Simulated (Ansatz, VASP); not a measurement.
Two plane-wave programs on Hf2C

```
Hf C
1.0
     3.23934    0.00000    0.00000
     0.00000    3.23934    0.00000
     0.00000    0.00000   29.66658
Hf C
2 1
Direct
  0.00000 0.50000 0.24186
  0.50000 0.00000 0.33118
  0.50000 0.50000 0.28652
```

Change from the starting cell: species swapped into a sheet of the CdCl2 type.

Alike in both runs: functional PBE; k mesh 14 × 14 × 1; occupations gaussian, width 0.1 eV; no spin polarisation.

Ansatz relaxed the structure, and its values are those at the end. VASP's run is a single point on that final structure, the one shown.

|  | VASP | Ansatz |
| --- | --- | --- |
| version | VASP 6.6.1 | Ansatz 0.2.0 |
| potentials or method | VASP PAW PBE potentials, release 64 (Hf_pv, C), cutoff 520 eV | scalar-relativistic, plane waves, PAW |
| valence electrons in the cell | 24 | 56 |

Ansatz gave:

| Item | Value |
| --- | --- |
| gap on the k mesh at the Fermi level (eV) | none |
| rms of the force components (eV/Å) | 0.000 |

Question: Estimate VASP's values.

Answer: gap on the k mesh at the Fermi level (eV): none; rms of the force components (eV/Å): 0.023.

A gap of «none» marks a metal or a gap that the smearing closes. VASP's potentials hold 24 valence electrons a cell and Ansatz's 56, so a difference there can come from the potentials and not from the codes.

Neither program's run includes spin-orbit coupling.
